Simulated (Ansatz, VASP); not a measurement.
## Two plane-wave programs on ZnAu

```
Zn Au
1.0
     3.14700    0.00000    0.00000
     0.00000    3.14700    0.00000
     0.00000    0.00000    3.14700
Zn Au
1 1
Direct
  0.50000 0.50000 0.50000
  0.00000 0.00000 0.00000
```

Alike in both runs: task single point; functional PBE; k mesh 10 × 10 × 10; occupations gaussian, width 0.05 eV; no spin polarisation.

|  | VASP | Ansatz |
| --- | --- | --- |
| version | VASP 6.6.1 | Ansatz 0.2.0 |
| potentials or method | VASP PAW PBE potentials, release 64 (Zn, Au), cutoff 520 eV | scalar-relativistic, plane waves, PAW |
| valence electrons in the cell | 23 | 31 |

Ansatz gave:

| Item | Value |
| --- | --- |
| gap on the k mesh at the Fermi level (eV) | none |
| pressure (GPa) | 4.7 |

Task: What did VASP give for the same quantities?

Result: gap on the k mesh at the Fermi level (eV): none; pressure (GPa): 4.8.

A gap of «none» marks a metal or a gap that the smearing closes. With one functional, cell and mesh, what is left measures potentials, basis and numerics. VASP's potentials hold 23 valence electrons a cell and Ansatz's 31, so a difference there can come from the potentials and not from the codes.

Neither program's run includes spin-orbit coupling.
